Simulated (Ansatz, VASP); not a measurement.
# InAs in VASP and in Ansatz

File INCAR:

```
PREC = Accurate ; ENCUT = 520
EDIFF = 1E-7 ; ISMEAR = 0
SIGMA = 0.1 ; LREAL = F
LASPH = T ; NELM = 60
ALGO = Normal ; ISIF = 2
LWAVE = F ; LCHARG = F
GGA = PE ; NBANDS = 16
```

KPOINTS

```
regular mesh
0
Gamma
  8 8 8
```

POSCAR

```
InAs
1.0
    0.0000000000      3.0180000000      3.0180000000
    3.0180000000      0.0000000000      3.0180000000
    3.0180000000      3.0180000000      0.0000000000
In As
1 1
Direct
    0.0000000000      0.0000000000      0.0000000000
    0.7500000000      0.7500000000      0.7500000000
```

Contents of input.yaml:

```yaml
crystal:
  lattice:
    - [0.0, 3.018, 3.018]
    - [3.018, 0.0, 3.018]
    - [3.018, 3.018, 0.0]
  atoms:
    - { symbol: In, position: [0.0, 0.0, 0.0] }
    - { symbol: As, position: [0.75, 0.75, 0.75] }
kpoints:
  mp_grid: { grid: [8, 8, 8] }
scf:
  occupations: { method: gaussian, width: 0.1 }
hamiltonian:
  xc: pbe
  pseudopotentials: { kind: all_electron, lapw: { basis_error: 0.001 } }
output:
  forces: true
  stress: true
  eigenvalues: true
```

Alike in both runs: task single point; functional PBE; k mesh 8 × 8 × 8; occupations gaussian, width 0.1 eV; no spin polarisation.

```csv
,VASP,Ansatz
version,VASP 6.6.1,Ansatz 0.2.0
potentials or method,"VASP PAW PBE potentials, release 64 (In_d, As), cutoff 520 eV","all-electron LAPW, scalar-relativistic"
```

|  | VASP | Ansatz | Ansatz less VASP |
| --- | --- | --- | --- |
| gap on the k mesh at the Fermi level (eV) | none | none | - |
| pressure (GPa) | 4.4 | 4.3 | -0.06 |

A gap of «none» marks a metal or a gap that the smearing closes. Ansatz ran all-electron here, and VASP with PAW potentials.
